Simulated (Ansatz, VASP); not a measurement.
## One calculation of Hf, two programs

File POSCAR:

```
Hf
1.0
   -1.8404011445      1.8404011445      1.8404011445
    1.8404011445     -1.8404011445      1.8404011445
    1.8404011445      1.8404011445     -1.8404011445
Hf
1
Direct
    0.0000000000      0.0000000000      0.0000000000
```

The input INCAR.step1:

```
PREC = Accurate
ENCUT = 520
EDIFF = 1E-5
ISMEAR = -1
SIGMA = 0.05
LREAL = False
LASPH = True
NELM = 60
ALGO = Normal
ISIF = 2
LWAVE = True
LCHARG = False
NBANDS = 11
GGA = PE
```

INCAR.step2

```
PREC = Accurate
ENCUT = 520
EDIFF = 1E-6
ISMEAR = -1
SIGMA = 0.05
LREAL = False
LASPH = True
NELM = 60
ALGO = Normal
ISIF = 2
LWAVE = False
LCHARG = False
GGA = PE
LHFCALC = True
HFSCREEN = 0.2079
PRECFOCK = Normal
NBANDS = 11
ISTART = 1
```

The input KPOINTS:

```
regular mesh
0
Gamma
  6 6 6
```

File input:

```
crystal:
  lattice:
    - [-1.8404011445, 1.8404011445, 1.8404011445]
    - [1.8404011445, -1.8404011445, 1.8404011445]
    - [1.8404011445, 1.8404011445, -1.8404011445]
  atoms:
    - { symbol: Hf, position: [0.0, 0.0, 0.0] }
hamiltonian:
  xc: hse06
  pseudopotentials: { kind: paw }
kpoints:
  mp_grid: { grid: [6, 6, 6] }
scf:
  occupations: { method: fermi_dirac, width: 0.05 }
output:
  forces: true
  stress: true
  eigenvalues: true
```

Alike in both runs: task single point; functional HSE06; k mesh 6 × 6 × 6; occupations fermi-dirac, width 0.05 eV; no spin polarisation.

|  | VASP | Ansatz |
| --- | --- | --- |
| version | VASP 6.6.1 | Ansatz 0.2.0 |
| potentials or method | VASP PAW PBE potentials, release 64 (Hf_pv) | Ansatz PAW |
| plane-wave cutoff (eV) | 520 | 420 |
| valence electrons in the cell | 10 | 26 |

Ansatz gave:

| Item | Value |
| --- | --- |
| gap on the k mesh at the Fermi level (eV) | none |
| pressure (GPa) | -7.7 |

Task: What did VASP give for the same quantities?

Result: gap on the k mesh at the Fermi level (eV): none; pressure (GPa): -9.3.

A gap of «none» marks a metal or a gap that the smearing closes. VASP's potentials hold 10 valence electrons a cell and Ansatz's 26, so a difference there can come from the potentials and not from the codes.

The k mesh is coarse, so the values compare programs but aren't converged. Spin-orbit coupling is off throughout.
